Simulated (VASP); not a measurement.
A run of VASP 6.6.1:

Contents of POSCAR:

```
Ga2PN
1.0
    3.5658720990      0.0000000000      0.0000000000
    0.0000000000      3.5658720990      0.0000000000
    0.0000000000      0.0000000000      5.0062091590
N Ga P
1 2 1
Direct
    0.0000000000      0.0000000000      0.0000000000
    0.0000000000      0.5000000000      0.7927838361
    0.5000000000      0.0000000000      0.2072161639
    0.5000000000      0.5000000000      0.5000000000
```

INCAR.step1

```
PREC = Accurate
ENCUT = 520
ISMEAR = -1
SIGMA = 0.02
LREAL = F
LASPH = T
NELM = 60
NBANDS = 26
GGA = PE
ALGO = Normal
EDIFF = 1E-4
LWAVE = T
LCHARG = F
```

File INCAR.step2:

```
PREC = Accurate
ENCUT = 520
EDIFF = 1E-7
ISMEAR = -1
SIGMA = 0.02
LREAL = F
LASPH = T
NELM = 60
ALGO = Normal
ISIF = 2
LWAVE = F
LCHARG = F
METAGGA = R2SCAN
LMIXTAU = T
NBANDS = 26
ISTART = 1
```

Contents of KPOINTS:

```
Automatic mesh
0
Gamma
  6 6 4
```

Potentials or basis: VASP PAW PBE potentials, release 64 (N, Ga_d, P).

Launch:

```console
$ cat potpaw_PBE.64/N/POTCAR potpaw_PBE.64/Ga_d/POTCAR potpaw_PBE.64/P/POTCAR > POTCAR
$ cp INCAR.step1 INCAR
$ mpirun -np 1 vasp_std > vasp.out
$ cp INCAR.step2 INCAR
$ mpirun -np 1 vasp_std > vasp.out
```

Hardware: 1 thread of Intel(R) Xeon(R) 6975P-C (Granite Rapids), with other jobs on the host.

Estimate the wall time of this run.

Run time: 81 s on 1 thread of Intel(R) Xeon(R) 6975P-C (Granite Rapids), on a shared host, peak memory 0.2 GiB. Counts: k points 30.
